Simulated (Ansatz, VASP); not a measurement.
**TaSi2: VASP and Ansatz over several settings**

```
Ta Si
1.0
     4.78000    0.00000    0.00000
    -2.39000    4.13960    0.00000
     0.00000    0.00000    6.56400
Ta Si
3 6
Direct
  0.00000 0.50000 0.16667
  0.50000 0.50000 0.83333
  0.50000 0.00000 0.50000
  0.33330 0.16665 0.16667
  0.16665 0.83335 0.83333
  0.83335 0.66670 0.50000
  0.66670 0.83335 0.16667
  0.83335 0.16665 0.83333
  0.16665 0.33330 0.50000
```

Single points on this cell with VASP 6.6.1 and Ansatz 0.2.0. Each row is one pair of runs. Alike in all rows: spin: off; k mesh: 5 × 5 × 3; smearing: fermi-dirac, width 0.05 eV; VASP's potentials, cutoff: VASP PAW PBE potentials, release 64 (Ta_pv, Si), 520 eV; Ansatz's potentials, cutoff: Ansatz PAW, 500 eV.

| level | gap on the k mesh at the Fermi level (eV), VASP | gap on the k mesh at the Fermi level (eV), Ansatz | pressure (GPa), VASP | pressure (GPa), Ansatz | rms of the force components (eV/Å), VASP | rms of the force components (eV/Å), Ansatz |
| --- | --- | --- | --- | --- | --- | --- |
| r2SCAN+U (Ta d U = 2.0 eV) | none | none | 3.4 | 0.8 | 0.427 | 0.410 |
| r2SCAN+U (Ta d U = 3.0 eV) | none | none | 4.9 | 1.2 | 0.440 | 0.418 |
| r2SCAN+U (Ta d U = 4.0 eV) | none | none | 6.4 | 1.5 | 0.453 | 0.427 |
| r2SCAN+U (Ta d U = 5.0 eV) | none | none | 8.0 | 1.9 | 0.465 | 0.435 |
| r2SCAN+U (Ta d U = 6.0 eV) | none | none | 9.6 | 2.4 | 0.478 | 0.441 |
| r2SCAN+U (Ta d U = 8.0 eV) | none | none | 13.0 | 3.6 | 0.502 | 0.406 |

Pressure (GPa): the two programs differ by at most 9.39; rms of the force components (eV/Å): the two programs differ by at most 0.0963.

VASP's potentials hold 57 valence electrons a cell and Ansatz's 63, so a difference there can come from the potentials and not from the codes.

A gap of «none» marks a metal or a gap that the smearing closes.

Neither program's run includes spin-orbit coupling.
